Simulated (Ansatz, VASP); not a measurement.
**One calculation of Si5N3, two programs**

```xyz
8
Lattice="4.6700 0.0000 0.0000 0.0000 4.6700 0.0000 0.0000 0.0000 4.6700" Properties=species:S:1:pos:R:3 pbc="T T T"
Si    0.0000    0.0000    0.0000
Si    3.5025    1.1675    3.5025
Si    1.1675    3.5025    3.5025
Si    1.1675    1.1675    1.1675
Si    3.5025    3.5025    1.1675
N     2.3350    2.3350    0.0000
N     2.3350    0.0000    2.3350
N     0.0000    2.3350    2.3350
```

Alike in both runs: task relaxation of cell and atoms; functional PBE; k mesh 4 × 4 × 4; occupations gaussian, width 0.2 eV; no spin polarisation.

```csv
,VASP,Ansatz
version,VASP 6.6.1,Ansatz 0.2.0
potentials or method,"VASP PAW PBE potentials, release 64 (Si, N), cutoff 600 eV","scalar-relativistic, plane waves, PAW"
valence electrons in the cell,35,35
```

VASP gave:

| Quantity | Value |
| --- | --- |
| gap on the k mesh at the Fermi level, each at its own relaxed structure (eV) | none |
| relaxed volume (Å³/atom) | 12.15 |
| relaxed cell length with the largest relative difference (Å) | 4.598 |

Question: What did Ansatz give for the same quantities?

Answer: gap on the k mesh at the Fermi level, each at its own relaxed structure (eV): none; relaxed volume (Å³/atom): 12.19; relaxed cell length with the largest relative difference (Å): 4.604.

A gap of «none» marks a metal or a gap that the smearing closes.
